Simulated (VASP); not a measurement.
ZrS: single point with PBEsol

ZrS:

```
Zr S
1.0
    -0.19373    2.58308    2.58308
     2.58308   -0.19373    2.58308
     2.38934    2.38934    0.00000
Zr S
1 1
Direct
  0.00000 0.00000 0.00000
  0.50000 0.50000 0.50000
```

This cell differs from its parent crystal: strain -0.1500 x Voigt [0, 0, 0, 0, 0, 1].

```json
{
 "Program": "VASP 6.6.1",
 "Task": "single point",
 "Functional": "PBEsol",
 "Potentials or basis": "VASP PAW PBE potentials, release 64 (Zr_sv, S)",
 "Cutoff": "520 eV",
 "k mesh": "20 × 20 × 20",
 "Occupations": "gaussian, width 0.15 eV",
 "Spin": "no spin polarisation"
}
```

```json
{
 "Pressure": "1.3 GPa",
 "Band gap on the k mesh": "zero (band 9 reaches 12.61 eV, above the bottom of band 10 at 9.53 eV)"
}
```

Stress tensor (GPa, compression positive):
```
1.72 3.39 0.00
3.39 1.72 0.00
0.00 0.00 0.37
```

Levels at points of the mesh, in eV from the Fermi level:
| k point | band 6 | band 7 | band 8 | band 9 | band 10 | band 11 | band 12 | band 13 |
| --- | --- | --- | --- | --- | --- | --- | --- | --- |
| (0.00, 0.00, 0.00) | -3.79 | -3.52 | -2.88 | -2.18 | -1.64 | -0.61 | -0.51 | -0.44 |
| (0.50, 0.00, 0.00) | -8.26 | -6.10 | -5.17 | 0.32 | 2.02 | 2.16 | 2.31 | 5.46 |
| (0.50, 0.50, 0.00) | -6.30 | -4.97 | -3.66 | -3.62 | 0.81 | 2.62 | 2.67 | 3.02 |
| (0.00, 0.00, 0.50) | -8.23 | -6.69 | -6.07 | 1.38 | 1.39 | 1.80 | 3.33 | 5.15 |
| (0.50, 0.00, 0.50) | -6.35 | -4.42 | -4.37 | -3.64 | 0.32 | 1.80 | 2.50 | 3.27 |

Wall time 6.4 min on 1 thread of Intel(R) Xeon(R) Platinum 8488C (Sapphire Rapids), with other jobs on the host, peak memory 0.68 GiB.

Caveat: the cell differs from its parent crystal (strain -0.1500 x Voigt [0, 0, 0, 0, 0, 1]); the PAW data sets were made with another functional, which shifts forces and pressure a little.
